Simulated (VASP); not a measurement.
Write the native input for VASP 6.6.1 that does the following.

- Task: single point
- Functional: PBE
- Potentials or basis: VASP PAW PBE potentials, release 64 (Au)
- Cutoff: 520 eV
- k mesh: 10 × 10 × 1
- Occupations: fermi-dirac, width 0.05 eV
- Spin: no spin polarisation
- Dipole correction: no
- Further INCAR settings: ALGO = Normal; EDIFF = 1e-07; NBANDS = 12

The structure of Au lies in POSCAR:

```
Au
1.0
    2.6622700000      0.0000000000      0.0000000000
    0.0000000000      2.6617000000      0.0000000000
    0.0000000000      0.0000000000     23.8000000000
Au
1
Direct
    0.0000000000      0.5000000000      0.2941200000
```

The input as run:

INCAR

```
SYSTEM = Au
ALGO = Normal
EDIFF = 1E-7
ENCUT = 520
GGA = PE
ISIF = 2
ISMEAR = -1
LASPH = .TRUE.
LCHARG = .FALSE.
LREAL = .FALSE.
LWAVE = .FALSE.
NBANDS = 12
NELM = 80
PREC = Accurate
SIGMA = 0.05
```

KPOINTS

```
k-points
0
G
  10 10 1
  0 0 0
```

Potentials or basis: VASP PAW PBE potentials, release 64 (Au).

Run with:

```console
$ cat potpaw_PBE.64/Au/POTCAR > POTCAR
$ mpirun -np 1 vasp_std > vasp.out
```

Run time: 43 s on 1 thread of AMD EPYC 9R45 96-Core Processor (Zen 5), on a shared host, peak memory 0.24 GiB.
